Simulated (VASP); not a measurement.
Crystal: SiPdRu5.

```
Si Ru Pd
1.0
     0.00000    3.67583    3.67583
     3.67583    0.00000    3.67583
     3.67583    3.67583    0.00000
Si Ru Pd
1 5 1
Direct
  0.75000 0.75000 0.75000
  0.10078 0.10078 0.10078
  0.10078 0.10078 0.69766
  0.10078 0.69766 0.10078
  0.69766 0.10078 0.10078
  0.50000 0.50000 0.50000
  0.25000 0.25000 0.25000
```

```yaml
Program: VASP 6.6.1
Task: relaxation of cell and atoms
Functional: PBE
Potentials_or_basis: VASP PAW PBE potentials, release 64 (Si, Ru_pv, Pd)
Cutoff: 600 eV
k_mesh: 4 × 4 × 4
Occupations: gaussian, width 0.2 eV
Spin: no spin polarisation
```

At the start: pressure 136.0 GPa; volume 14.19 Å³/atom.

Task: Where does the relaxation end?

Result: Over 9 steps the energy falls by 2388.6 meV/atom and the volume is 22.76 Å³/atom (+60.4 %); space group F-43m (No. 216, to 0.05 Å).

The path:
| step | energy change (eV) | largest force (eV/Å) | pressure (GPa) | volume (Å³) |
| --- | --- | --- | --- | --- |
| 1 | 0.0000 | 0.2262 | 136.01 | 99.33 |
| 2 | 2.2912 | 1.8112 | -11.11 | 392.65 |
| 3 | -15.4729 | 3.4899 | -10.30 | 180.30 |
| 4 | -16.0815 | 3.5375 | -6.01 | 168.69 |
| 5 | -16.3028 | 3.5417 | 1.08 | 156.16 |
| 6 | -16.3070 | 3.5447 | -0.01 | 157.76 |
| 7 | -15.5250 | 7.3244 | 6.22 | 161.94 |
| 8 | -16.7201 | 0.0862 | 0.40 | 159.39 |
| 9 | -16.7202 | 0.0088 | 0.37 | 159.35 |

Final structure:
```xyz
7
Lattice="0.0000 4.3031 4.3031 4.3031 0.0000 4.3031 4.3031 4.3031 0.0000" Properties=species:S:1:pos:R:3 pbc="T T T"
Si    6.4546    6.4546    6.4546
Ru    0.8383    0.8383    0.8383
Ru    3.4648    3.4648    0.8383
Ru    3.4648    0.8383    3.4648
Ru    0.8383    3.4648    3.4648
Ru    4.3031    4.3031    4.3031
Pd    2.1515    2.1515    2.1515
```

Caveat: the k points lie up to 0.32 Å⁻¹ apart in the final cell; the volume moved by over 15 % at a fixed basis, so the end points are rough; the relaxation stopped at a loose force limit of 0.08 eV/Å, so its end isn't a converged minimum.
